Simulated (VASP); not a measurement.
# Ga (Pm-3m) in VASP: a series of runs

Runs on Ga. Level: PBE. Tasks: single point.

All numbers are computed with VASP 6.6.1; they aren't measurements. Logs are shortened: lines on timing, memory, paths and dates and some standing lists are left out, and cuts for length are marked.

## 1. The cell of the first run

Symmetry: Pm-3m, No. 221, cubic system. Conventional cell: a = 2.516 Å, b = 2.516 Å, c = 2.516 Å, α = 90.00°, β = 90.00°, γ = 90.00°. Ga (site symmetry m-3m) has 6 Ga at 2.52 Å within 3.3 Å.

## 2. Single point, PBE

File INCAR:

```
ALGO = Normal
EDIFF = 1E-7
ENCUT = 520
GGA = PE
ISIF = 2
ISMEAR = -1
LASPH = True
LCHARG = True
LELF = True
LREAL = False
LVHAR = True
LWAVE = False
NBANDS = 12
NELM = 60
PREC = Accurate
SIGMA = 0.08
```

File KPOINTS:

```
k-points
0
Gamma
  15 15 15
```

File POSCAR:

```
Ga
1.0
    2.5161942071      0.0000000000      0.0000000000
    0.0000000000      2.5161942071      0.0000000000
    0.0000000000      0.0000000000      2.5161942071
Ga
1
Direct
    0.0000000000      0.0000000000      0.0000000000
```

Potentials or basis: VASP PAW PBE potentials, release 64 (Ga_d).

Command:

```sh
$ cat potpaw_PBE.64/Ga_d/POTCAR > POTCAR
$ mpirun -np 1 vasp_std > vasp.out
```

OUTCAR:

```text
EDIFF = 1E-7
   ENCUT = 520
   GGA = PE
   ISIF = 2
   ISMEAR = -1
   LASPH = True
   LREAL = False
   NELM = 60
   PREC = Accurate

 ion  position               nearest neighbor table
   1  0.000  0.000  0.000-

  LATTYP: Found a simple cubic cell.
 ALAT       =     2.5161942071

  Lattice vectors:

 A1 = (   2.5161942071,   0.0000000000,   0.0000000000)
 A2 = (   0.0000000000,   2.5161942071,   0.0000000000)
 A3 = (   0.0000000000,   0.0000000000,   2.5161942071)

Analysis of symmetry for initial positions (statically):
=====================================================================
 Subroutine PRICEL returns:
 Original cell was already a primitive cell.

 Routine SETGRP: Setting up the symmetry group for a
 simple cubic supercell.

 Subroutine GETGRP returns: Found 48 space group operations
 (whereof 48 operations were pure point group operations)
 out of a pool of 48 trial point group operations.

The static configuration has the point symmetry O_h .

Analysis of symmetry for dynamics (positions and initial velocities):
=====================================================================
 Subroutine PRICEL returns:
 Original cell was already a primitive cell.

 Routine SETGRP: Setting up the symmetry group for a
 simple cubic supercell.

 Subroutine GETGRP returns: Found 48 space group operations
 (whereof 48 operations were pure point group operations)
 out of a pool of 48 trial point group operations.

The dynamic configuration has the point symmetry O_h .

 Subroutine INISYM returns: Found 48 space group operations
 (whereof 48 operations are pure point group operations),
 and found     1 'primitive' translations

----------------------------------------------------------------------------------------

                                     Primitive cell

  volume of cell :      15.9306

  direct lattice vectors                    reciprocal lattice vectors
     2.516194207  0.000000000  0.000000000     0.397425603  0.000000000  0.000000000
     0.000000000  2.516194207  0.000000000     0.000000000  0.397425603  0.000000000
     0.000000000  0.000000000  2.516194207     0.000000000  0.000000000  0.397425603

  length of vectors
     2.516194207  2.516194207  2.516194207     0.397425603  0.397425603  0.397425603

  position of ions in fractional coordinates (direct lattice)
     0.000000000  0.000000000  0.000000000

  ion indices of the primitive-cell ions
   primitive index   ion index
                 1           1

----------------------------------------------------------------------------------------

 KPOINTS: k-points

Automatic generation of k-mesh.
 Grid dimensions read from file:
 generate k-points for:   15   15   15

 Generating k-lattice:

  Cartesian coordinates                     Fractional coordinates (reciprocal lattice)
     0.026495040  0.000000000  0.000000000     0.066666667  0.000000000  0.000000000
     0.000000000  0.026495040  0.000000000     0.000000000  0.066666667  0.000000000
     0.000000000  0.000000000  0.026495040     0.000000000  0.000000000  0.066666667

  Length of vectors
     0.026495040  0.026495040  0.026495040

  Shift w.r.t. Gamma in fractional coordinates (k-lattice)
     0.000000000  0.000000000  0.000000000

 Subroutine IBZKPT returns following result:
 ===========================================

 Found    120 irreducible k-points:

 Following reciprocal coordinates:
            Coordinates               Weight
  0.000000  0.000000  0.000000      1.000000
  0.066667  0.000000  0.000000      6.000000
  0.133333  0.000000  0.000000      6.000000
  0.200000  0.000000  0.000000      6.000000
  0.266667  0.000000  0.000000      6.000000
  0.333333  0.000000  0.000000      6.000000
[... 16 lines left out ...]
  0.266667  0.200000  0.000000     24.000000
  0.333333  0.200000  0.000000     24.000000
 [... further k-points ...]
   k-points           NKPTS =    120   k-points in BZ     NKDIM =    120   number of bands    NBANDS=     12
   number of dos      NEDOS =    301   number of ions     NIONS =      1
   total plane-waves  NPLWV =   8000
   dimension x,y,z NGX =    20 NGY =   20 NGZ =   20
   dimension x,y,z NGXF=    40 NGYF=   40 NGZF=   40
   ions per type =               1
   NGX,Y,Z   is equivalent  to a cutoff of  13.21, 13.21, 13.21 a.u.
   NGXF,Y,Z  is equivalent  to a cutoff of  26.43, 26.43, 26.43 a.u.
 SYSTEM =  unknown system
   PREC   = accura    normal or accurate (medium, high low for compatibility)
   ISTART =      0    job   : 0-new  1-cont  2-samecut
   ICHARG =      2    charge: 1-file 2-atom 10-const
   ISPIN  =      1    spin polarized calculation?
   LNONCOLLINEAR =      F non collinear calculations
   LSORBIT =      F    spin-orbit coupling
   LASPH  =      T    aspherical Exc in radial PAW
   ENCUT  =  520.0 eV  38.22 Ry    6.18 a.u.   4.68  4.68  4.68*2*pi/ulx,y,z
   NELM   =     60;   NELMIN=  2; NELMDL= -5     # of ELM steps
   EDIFF  = 0.1E-06   stopping-criterion for ELM
   LREAL  =      F    real-space projection
   EDIFFG = 0.1E-05   stopping-criterion for IOM
   NSW    =      0    number of steps for IOM
   IBRION =     -1    ionic relax: 0-MD 1-quasi-New 2-CG
   NFREE  =      0    steps in history (QN), initial steepest desc. (CG)
   ISIF   =      2    stress and relaxation
   ISYM   =      2    0-nonsym 1-usesym 2-fastsym
   POTIM  = 0.5000    time-step for ionic-motion
   TEBEG  =    0.0;   TEEND  =   0.0 temperature during run
   PSTRESS=    0.0 pullay stress
   NELECT =      13.0000    total number of electrons
   NUPDOWN=      -1.0000    fix difference up-down
   EMIN   =  10.00;   EMAX   =-10.00  energy-range for DOS
   EFERMI =   0.00;   METHOD = LEGACY
   ISMEAR =    -1;   SIGMA  =   0.08  broadening in eV -4-tet -1-fermi 0-gaus
   EFERMI_NEDOS =   21; number of points for ismear=-14 and -15
   IALGO  =     38    algorithm
   IMIX   =      4    mixing-type and parameters
     AMIX     =   0.40;   BMIX     =  1.00
     AMIX_MAG =   1.60;   BMIX_MAG =  1.00
  volume/ion in A,a.u.               =      15.93       107.51
  Fermi-wavevector in a.u.,A,eV,Ry     =   1.529837  2.890972 31.843087  2.340401
  Thomas-Fermi vector in A             =   2.637403
   LORBIT       =      0    0 simple, 1 ext, 2 COOP (PROOUT), +10 PAW based schemes
   GGA     = PE    functional components
   LHFCALC =     F    Hartree Fock is set to
   AEXX    =    0.0000 exact exchange contribution
   IVDW    =     0    specifies the selected vdW correction
   LEPSILON=     F    determine dielectric tensor
   LRPA    =     F    only Hartree local field effects (RPA)
 non-spin polarized calculation
  energy-cutoff  :      520.00
  volume of cell :       15.93
 maximum number of plane-waves:       449
 NGX is ok and might be reduce to    20
   NGX =  9   NGY =  9   NGZ =  9

 number of electron      13.0000017 magnetization

 Free energy of the ion-electron system (eV)
  ---------------------------------------------------
  ext. energy  EPLUGINS =         0.00000000
  ---------------------------------------------------
  free energy    TOTEN  =        -2.62763494 eV

  energy without entropy =       -2.62110252  energy(sigma->0) =       -2.62436873

 E-fermi :   6.9248     XC(G=0): -11.8078

 val. band max:        6.9042717326   @ k =   0.3333   0.2000   0.0667
 cond. band min:       6.9694655173   @ k =   0.4000   0.4000   0.1333
 fundamental gap:      0.0651937847
 Fermi energy:         6.9248202403

 k-point     1 :       0.0000    0.0000    0.0000
  band No.  band energies     occupation
      1      -8.6324      2.00000
      2      -8.6324      2.00000
      3      -7.7619      2.00000
      4      -7.7619      2.00000
      5      -7.7619      2.00000
      6      -5.3617      2.00000
      7      17.5396      0.00000
      8      17.5396      0.00000
      9      17.5396      0.00000
     10      20.4309      0.00000
     11      20.4309      0.00000
     12      24.1849      0.00000

 k-point     2 :       0.0667    0.0000    0.0000
  band No.  band energies     occupation
      1      -8.6292      2.00000
      2      -8.6087      2.00000
      3      -7.7726      2.00000
      4      -7.7726      2.00000
      5      -7.7610      2.00000
      6      -5.2544      2.00000
      7      15.8075      0.00000
      8      17.6575      0.00000
      9      17.6575      0.00000
     10      20.5163      0.00000
     11      21.7669      0.00000
     12      24.8257      0.00000

 k-point     3 :       0.1333    0.0000    0.0000
  band No.  band energies     occupation
      1      -8.6200      2.00000
      2      -8.5437      2.00000
      3      -7.8028      2.00000
      4      -7.8028      2.00000
      5      -7.7584      2.00000
      6      -4.9293      2.00000
      7      13.1948      0.00000
      8      18.0073      0.00000
      9      18.0073      0.00000
     10      20.7734      0.00000
     11      22.8399      0.00000
     12      27.0891      0.00000
[... 286 lines left out ...]
 k-point    23 :       0.2667    0.2000    0.0000
  band No.  band energies     occupation
      1      -8.4870      2.00000
      2      -8.2060      2.00000
      3      -8.0359      2.00000
      4      -7.8873      2.00000
      5      -7.8316      2.00000
      6      -2.6335      2.00000
      7       8.9902      0.00000
      8      12.5262      0.00000
      9      20.3891      0.00000
     10      23.0537      0.00000
     11      24.4616      0.00000
     12      31.5069      0.00000

 k-point    24 :       0.3333    0.2000    0.0000
  band No.  band energies     occupation
      1      -8.4666      2.00000
      2      -8.1058      2.00000
      3      -8.0975      2.00000
      4      -7.9335      2.00000
      5      -7.8266      2.00000
      6      -1.6417      2.00000
      7       6.7998      1.65349
      8      13.3706      0.00000
      9      21.3171      0.00000
     10      21.5362      0.00000
     11      24.6708      0.00000
     12      30.9499      0.00000

 [... further k-points ...]

------------------------ aborting loop because EDIFF is reached ----------------------------------------

  FORCE on cell =-STRESS in cart. coord.  units (eV):
  Direction    XX          YY          ZZ          XY          YZ          ZX
  --------------------------------------------------------------------------------------
  -------------------------------------------------------------------------------------
  Total        1.9164549      1.9164549      1.9164549     -0.0000000     -0.0000000      0.0000000
  in kB      192.7421517    192.7421517    192.7421517     -0.0000000     -0.0000000      0.0000000
  external PRESSURE =     192.7421517 kB  Pullay stress =       0.0000000 kB

 VOLUME and BASIS-vectors are now :
 -----------------------------------------------------------------------------
  energy-cutoff  :      520.00
  volume of cell :       15.93
      direct lattice vectors                 reciprocal lattice vectors
     2.516194207  0.000000000  0.000000000     0.397425603  0.000000000  0.000000000
     0.000000000  2.516194207  0.000000000     0.000000000  0.397425603  0.000000000
     0.000000000  0.000000000  2.516194207     0.000000000  0.000000000  0.397425603

 POSITION                                       TOTAL-FORCE (eV/Angst)
 -----------------------------------------------------------------------------------
      0.00000      0.00000      0.00000         0.000000      0.000000      0.000000
 -----------------------------------------------------------------------------------
    total drift:                                0.000000      0.000000      0.000000

  FREE ENERGIE OF THE ION-ELECTRON SYSTEM (eV)
  ---------------------------------------------------
  free  energy   TOTEN  =        -2.6276349436 eV

  energy  without entropy=       -2.6211025173  energy(sigma->0) =       -2.62436873
```

Run time: 8.8 s. Hardware: 1 thread of Intel Xeon 6975P-C, shared host; peak memory 0.14 GiB.

What came out:

| Property | Result |
| --- | --- |
| Free energy | -2.6276 eV |
| Pressure | 19.3 GPa |

Levels at points of the mesh, in eV from the Fermi level:
```csv
k point,band 2,band 3,band 4,band 5,band 6,band 7,band 8,band 9,band 10,band 11
"(0.00, 0.00, 0.00)",-15.56,-14.69,-14.69,-14.69,-12.29,10.61,10.61,10.61,13.51,13.51
```

## 3. Single point, PBE

File INCAR:

```
  PREC = Accurate
  ENCUT = 520
  EDIFF = 1E-6
  ISMEAR = -1
  SIGMA = 0.08
  LREAL = False
  LASPH = True
  NELM = 80
  ALGO = Normal
  ISIF = 2
  LWAVE = False
  LCHARG = True
  GGA = PE
  LELF = True
  LVHAR = True
  NBANDS = 12
```

File KPOINTS:

```
Automatic mesh
0
Gamma
  15 15 15
```

File POSCAR:

```
Ga
1.0
    2.5164616588      0.0000000000      0.0000000000
    0.0000000000      2.5164616588      0.0000000000
    0.0000000000      0.0000000000      2.5164616588
Ga
1
Direct
    0.0000000000      0.0000000000      0.0000000000
```

Potentials or basis: VASP PAW PBE potentials, release 64 (Ga_d).

Command:

```sh
$ cat potpaw_PBE.64/Ga_d/POTCAR > POTCAR
$ mpirun -np 1 vasp_std > vasp.out
```

OUTCAR:

```text
PREC = Accurate
   ENCUT = 520
   EDIFF = 1E-6
   ISMEAR = -1
   LREAL = False
   LASPH = True
   NELM = 80
   ISIF = 2
   GGA = PE

 ion  position               nearest neighbor table
   1  0.000  0.000  0.000-

  LATTYP: Found a simple cubic cell.
 ALAT       =     2.5164616588

  Lattice vectors:

 A1 = (   2.5164616588,   0.0000000000,   0.0000000000)
 A2 = (   0.0000000000,   2.5164616588,   0.0000000000)
 A3 = (   0.0000000000,   0.0000000000,   2.5164616588)

Analysis of symmetry for initial positions (statically):
=====================================================================
 Subroutine PRICEL returns:
 Original cell was already a primitive cell.

 Routine SETGRP: Setting up the symmetry group for a
 simple cubic supercell.

 Subroutine GETGRP returns: Found 48 space group operations
 (whereof 48 operations were pure point group operations)
 out of a pool of 48 trial point group operations.

The static configuration has the point symmetry O_h .

Analysis of symmetry for dynamics (positions and initial velocities):
[... 163 lines left out ...]

 k-point     1 :       0.0000    0.0000    0.0000
  band No.  band energies     occupation
      1      -8.6350      2.00000
      2      -8.6350      2.00000
      3      -7.7651      2.00000
      4      -7.7651      2.00000
      5      -7.7651      2.00000
      6      -5.3624      2.00000
      7      17.5339      0.00000
      8      17.5339      0.00000
      9      17.5339      0.00000
     10      20.4251      0.00000
     11      20.4251      0.00000
     12      24.1771      0.00000
[... 331 lines left out ...]
 k-point    24 :       0.3333    0.2000    0.0000
  band No.  band energies     occupation
      1      -8.4693      2.00000
      2      -8.1087      2.00000
      3      -8.1004      2.00000
      4      -7.9365      2.00000
      5      -7.8298      2.00000
      6      -1.6434      2.00000
      7       6.7965      1.65355
      8      13.3656      0.00000
      9      21.3102      0.00000
     10      21.5301      0.00000
     11      24.6642      0.00000
     12      30.9488      0.00000

 [... further k-points ...]

------------------------ aborting loop because EDIFF is reached ----------------------------------------

  FORCE on cell =-STRESS in cart. coord.  units (eV):
  Direction    XX          YY          ZZ          XY          YZ          ZX
  --------------------------------------------------------------------------------------
  -------------------------------------------------------------------------------------
  Total        1.9048668      1.9048668      1.9048668     -0.0000000      0.0000000     -0.0000000
  in kB      191.5156391    191.5156391    191.5156391     -0.0000000      0.0000000     -0.0000000
  external PRESSURE =     191.5156391 kB  Pullay stress =       0.0000000 kB

 VOLUME and BASIS-vectors are now :
 -----------------------------------------------------------------------------
  energy-cutoff  :      520.00
  volume of cell :       15.94
      direct lattice vectors                 reciprocal lattice vectors
     2.516461659  0.000000000  0.000000000     0.397383364  0.000000000  0.000000000
     0.000000000  2.516461659  0.000000000     0.000000000  0.397383364  0.000000000
     0.000000000  0.000000000  2.516461659     0.000000000  0.000000000  0.397383364

 POSITION                                       TOTAL-FORCE (eV/Angst)
 -----------------------------------------------------------------------------------
      0.00000      0.00000      0.00000         0.000000      0.000000      0.000000
 -----------------------------------------------------------------------------------
    total drift:                               -0.000000      0.000000      0.000000

  FREE ENERGIE OF THE ION-ELECTRON SYSTEM (eV)
  ---------------------------------------------------
  free  energy   TOTEN  =        -2.6282457508 eV

  energy  without entropy=       -2.6217097159  energy(sigma->0) =       -2.62497773
```

OSZICAR:

```text
N       E                     dE             d eps       ncg     rms          rms(c)
DAV:   1     0.445180376397E+02    0.44518E+02   -0.66101E+03  3200   0.200E+03
DAV:   2    -0.578879269817E+00   -0.45097E+02   -0.43494E+02  3036   0.270E+02
DAV:   3    -0.264404741753E+01   -0.20652E+01   -0.20598E+01  3312   0.464E+01
DAV:   4    -0.266068940992E+01   -0.16642E-01   -0.16639E-01  3240   0.429E+00
DAV:   5    -0.266086307111E+01   -0.17366E-03   -0.17366E-03  3404   0.421E-01    0.126E+00
DAV:   6    -0.263280580569E+01    0.28057E-01   -0.59729E-02  3520   0.532E+00    0.603E-01
DAV:   7    -0.262874421117E+01    0.40616E-02   -0.89960E-03  3720   0.174E+00    0.169E-01
DAV:   8    -0.262824488016E+01    0.49933E-03   -0.10455E-03  3420   0.546E-01    0.172E-02
DAV:   9    -0.262824637416E+01   -0.14940E-05   -0.12971E-05  3252   0.373E-02    0.396E-03
DAV:  10    -0.262824575083E+01    0.62333E-06   -0.82973E-07  2364   0.176E-02
   1 F= -.26282458E+01 E0= -.26249777E+01  d E =-.653603E-02
```

stdout:

```text
POSCAR found type information on POSCAR Ga
 POSCAR found :  1 types and       1 ions
 scaLAPACK will be used
 LDA part: xc-table for (Slater+PW92), standard interpolation
 POSCAR, INCAR and KPOINTS ok, starting setup
 FFT: planning ... GRIDC
 FFT: planning ... GRID_SOFT
 FFT: planning ... GRID
 WAVECAR not read
 entering main loop
```

It took 6.9 s on 1 thread of Intel Xeon 6975P-C, shared host; peak memory 0.14 GiB.

What came out:

- Free energy: -2.6282 eV
- Pressure: 19.2 GPa

Levels at points of the mesh, in eV from the Fermi level:
```csv
k point,band 2,band 3,band 4,band 5,band 6,band 7,band 8,band 9,band 10,band 11
"(0.00, 0.00, 0.00)",-15.56,-14.69,-14.69,-14.69,-12.28,10.61,10.61,10.61,13.50,13.50
```
